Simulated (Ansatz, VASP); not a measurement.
**AlNi in VASP and in Ansatz**

INCAR

```
PREC = Accurate ; ENCUT = 520
EDIFF = 1E-6 ; ISMEAR = 0
SIGMA = 0.15 ; LREAL = False
LASPH = True ; NELM = 100
ALGO = Fast ; ISIF = 2
LWAVE = False ; LCHARG = True
GGA = PS ; LELF = True
LVHAR = True ; NBANDS = 14
```

The input KPOINTS:

```
regular mesh
0
Gamma
  18 18 18
```

File POSCAR:

```
AlNi
1.0
    3.2339759585      0.0000000000      0.0000000000
    0.0000000000      3.2339759585      0.0000000000
    0.0000000000      0.0000000000      2.2864210026
Al Ni
1 1
Direct
    0.0000000000      0.0000000000      0.0000000000
    0.5000000000      0.5000000000      0.5000000000
```

Input for Ansatz:

```yaml
crystal:
  lattice:
    - [3.2339759585, 0.0, 0.0]
    - [0.0, 3.2339759585, 0.0]
    - [0.0, 0.0, 2.2864210026]
  atoms:
    - { symbol: Al, position: [0.0, 0.0, 0.0] }
    - { symbol: Ni, position: [0.5, 0.5, 0.5] }
basis:
  ecutwfc: 420
kpoints:
  mp_grid: { grid: [18, 18, 18] }
hamiltonian:
  xc: pbesol
scf:
  occupations: { method: gaussian, width: 0.15 }
output:
  forces: true
  stress: true
  eigenvalues: true
```

Alike in both runs: task single point; functional PBEsol; k mesh 18 × 18 × 18; occupations gaussian, width 0.15 eV; no spin polarisation.

|  | VASP | Ansatz |
| --- | --- | --- |
| version | VASP 6.6.1 | Ansatz 0.2.0 |
| potentials or method | VASP PAW PBE potentials, release 64 (Al, Ni), cutoff 520 eV | scalar-relativistic, plane waves, PAW |
| valence electrons in the cell | 13 | 21 |

|  | VASP | Ansatz | Ansatz less VASP |
| --- | --- | --- | --- |
| gap on the k mesh at the Fermi level (eV) | none | none | - |
| pressure (GPa) | 11.9 | 11.7 | -0.29 |
| traceless stress, the component that is largest in VASP (GPa) | 56.13 | 56.07 | -0.055 |

VASP's potentials were made for PBE, not for PBEsol. A gap of «none» marks a metal or a gap that the smearing closes. VASP's potentials hold 13 valence electrons a cell and Ansatz's 21, so a difference there can come from the potentials and not from the codes.
